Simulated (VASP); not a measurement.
AlZnC2N2: single point with PBE

Crystal: AlZnC2N2.

```
CELL_PARAMETERS angstrom
4.33072 0.00000 0.00000
2.01437 4.16465 0.00000
1.48892 0.27409 9.03342
ATOMIC_POSITIONS crystal
Al 0.50000 0.50000 0.50000
Zn 0.00000 0.00000 0.00000
C 0.18982 0.81018 0.81018
C 0.81018 0.18982 0.18982
N 0.30567 0.69433 0.69433
N 0.69433 0.30567 0.30567
```

```yaml
Program: VASP 6.6.1
Task: single point
Functional: PBE
Potentials_or_basis: VASP PAW PBE potentials, release 64 (Al, Zn, C, N)
Cutoff: 520 eV
k_mesh: 4 × 4 × 2
Occupations: gaussian, width 0.1 eV
Spin: collinear spin, ferromagnetic start
Starting_moments: "[0.0, 0.0, 1.0, 1.0, 1.0, 1.0] μB"
```

| Item | Value |
| --- | --- |
| Pressure | -0.4 GPa |
| Largest force | 2.519 eV/Å |
| Net moment | 0.54 μB per cell |
| Site moments | Al +0.08; Zn +0.02; C +0.01; N +0.04 μB |
| Valence electrons inside the program's atomic spheres | Al 0.69; Zn 10.79; C 2.58; N 3.91 |

Forces on the atoms (eV/Å):
```
Al   0.000  0.000  0.000
Zn   0.000  0.000  0.000
C   -0.183  0.985  2.311
C    0.183 -0.985 -2.311
N    0.093 -0.419 -0.880
N   -0.093  0.419  0.880
```

Stress tensor (GPa, compression positive):
```
-3.41 -0.22 -0.10
-0.22 -1.00  0.52
-0.10  0.52  3.16
```

Levels at points of the mesh, in eV from the Fermi level:
Spin up:
```csv
k point,band 14,band 15,band 16,band 17,band 18,band 19,band 20,band 21
"(0.00, 0.00, 0.00)",-5.79,-5.65,-1.39,0.13,0.92,1.31,1.92,2.29
"(0.50, 0.00, 0.00)",-5.92,-5.80,-0.43,-0.19,-0.16,0.74,0.92,2.31
"(0.00, 0.50, 0.00)",-5.84,-5.74,-0.66,-0.23,-0.02,1.13,1.49,1.75
"(0.50, 0.50, 0.00)",-5.94,-5.82,-0.96,-0.14,0.02,0.80,1.64,2.05
"(0.00, 0.00, 0.50)",-5.76,-5.68,-1.28,0.63,0.67,1.29,1.51,1.61
"(0.50, 0.00, 0.50)",-5.94,-5.78,-0.93,-0.30,0.25,0.84,1.61,2.17
"(0.00, 0.50, 0.50)",-5.89,-5.69,-0.79,-0.75,0.71,1.01,1.63,2.38
"(0.50, 0.50, 0.50)",-5.95,-5.83,-0.45,-0.19,-0.03,0.56,0.67,2.55
```
Spin down:
```csv
k point,band 14,band 15,band 16,band 17,band 18,band 19
"(0.00, 0.00, 0.00)",-5.72,-5.61,-1.06,0.32,1.00,1.41
"(0.50, 0.00, 0.00)",-5.86,-5.75,-0.35,0.00,0.24,0.84
"(0.00, 0.50, 0.00)",-5.80,-5.70,-0.32,-0.10,0.32,1.18
"(0.50, 0.50, 0.00)",-5.89,-5.76,-0.86,0.22,0.28,0.98
"(0.00, 0.00, 0.50)",-5.69,-5.64,-0.95,0.78,0.88,1.33
"(0.50, 0.00, 0.50)",-5.88,-5.72,-0.82,0.13,0.43,1.01
"(0.00, 0.50, 0.50)",-5.85,-5.65,-0.58,-0.41,0.81,1.32
"(0.50, 0.50, 0.50)",-5.88,-5.76,-0.39,-0.01,0.39,0.68
```

It took 13 min on 1 thread of AMD EPYC 7571 (shared host), peak memory 0.38 GiB.

Caveat: the k points lie up to 0.41 Å⁻¹ apart; a moment this small can come from the mesh or the smearing; forces of over 1 eV/Å act on the atoms, so gaps and moduli don't describe the material at rest.
